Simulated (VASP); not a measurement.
Crystal: Hf3Ta2F.

```
Hf Ta F
1.0
     3.12500    0.00000    0.00000
    -1.56250    2.70633    0.00000
     0.00000    0.00000   13.19483
Hf Ta F
3 2 1
Cartesian
  0.0000 1.8042 1.7837
  0.0000 0.0000 6.5974
  1.5625 0.9021 11.4111
  0.0000 1.8042 9.0362
  1.5625 0.9021 4.1586
  0.0000 0.0000 0.0000
```

The cell was generated, and may not be a known phase.

| Quantity | Value |
| --- | --- |
| Program | VASP 6.6.1 |
| Task | relaxation of cell and atoms |
| Functional | PBE |
| Potentials or basis | VASP PAW PBE potentials, release 64 (Hf_pv, Ta_pv, F) |
| Cutoff | 600 eV |
| k mesh | 12 × 12 × 4 |
| Occupations | gaussian, width 0.1 eV |
| Spin | no spin polarisation |

At the start: pressure -0.2 GPa; volume 18.60 Å³/atom.

Where does the relaxation end?

Over 18 steps the energy falls by 2.4 meV/atom and the volume is 18.45 Å³/atom (-0.8 %); space group P-3m1 (No. 164, to 0.1 Å) before and after.

Step by step:
```csv
step,energy change (eV),largest force (eV/Å),pressure (GPa),volume (Å³)
1,0.0000,0.1140,-0.25,111.59
2,-0.0029,0.1156,0.24,111.12
3,-0.0033,0.1175,0.52,110.87
4,-0.0049,0.0822,0.13,111.12
5,-0.0051,0.0606,-0.11,111.27
6,-0.0059,0.0528,-0.11,111.23
7,-0.0078,0.0309,-0.09,111.11
8,-0.0104,0.0856,-0.05,110.87
9,-0.0085,0.2154,0.15,110.38
10,-0.0110,0.1186,-0.01,110.74
11,-0.0124,0.0946,0.09,110.65
12,-0.0142,0.0163,0.42,110.40
13,-0.0145,0.0068,-0.19,110.89
14,-0.0146,0.0025,0.04,110.70
15,-0.0146,0.0023,0.04,110.70
16,-0.0146,0.0013,0.02,110.72
17,-0.0146,0.0017,0.03,110.71
18,-0.0147,0.0016,0.02,110.72
```

Final structure:
```
CELL_PARAMETERS angstrom
3.14035 0.00000 0.00000
-1.57017 2.71962 0.00000
0.00000 0.00000 12.96381
ATOMIC_POSITIONS crystal
Hf 0.33333 0.66667 0.12851
Hf 0.00000 0.00000 0.50000
Hf 0.66667 0.33333 0.87149
Ta 0.33333 0.66667 0.68903
Ta 0.66667 0.33333 0.31097
F 0.00000 0.00000 0.00000
```

Caveat: an odd number of electrons without spin polarisation forces a metal; a magnetic or distorted state may lie lower.
